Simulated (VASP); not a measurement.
Here is a VASP 6.6.1 calculation.

INCAR

```
SYSTEM = Au
  PREC = Accurate
  ENCUT = 600
  EDIFF = 1E-7
  ISMEAR = -1
  SIGMA = 0.05
  LREAL = .FALSE.
  LASPH = .TRUE.
  NELM = 60
  ALGO = Normal
  ISIF = 3
  LWAVE = .FALSE.
  LCHARG = .FALSE.
  GGA = RE
  IVDW = 12
  IBRION = 2
  NSW = 60
  EDIFFG = -0.01
```

Contents of KPOINTS:

```
regular mesh
0
G
  10 10 10
  0 0 0
```

File POSCAR:

```
Au
1.0
    2.7484100000      0.0000000000      0.0000000000
    0.0000000000      2.7484100000      0.0000000000
    0.0000000000      0.0000000000      2.7484100000
Au
1
Direct
    0.5000000000      0.5000000000      0.5000000000
```

Potentials or basis: VASP PAW PBE potentials, release 64 (Au).

The run is started by

```sh
$ cat potpaw_PBE.64/Au/POTCAR > POTCAR
$ mpirun -np 1 vasp_std > vasp.out
```

Problem. Estimate the space group after relaxing (to 0.1 Å).

Solution. Pm-3m (No. 221).

Problem. What does it give for the relaxed cell?

Solution. a = 2.701 Å, b = 2.701 Å, c = 2.701 Å, α = 90.00°, β = 90.00°, γ = 90.00°.

Problem. Estimate the relaxed volume.

Solution. 19.71 Å³/atom.

Final structure:
```
Au
1.0
     2.70143    0.00000    0.00000
     0.00000    2.70143    0.00000
     0.00000    0.00000    2.70143
Au
1
Direct
  0.50000 0.50000 0.50000
```

Caveat: the PAW data sets were made with another functional, which shifts forces and pressure a little.
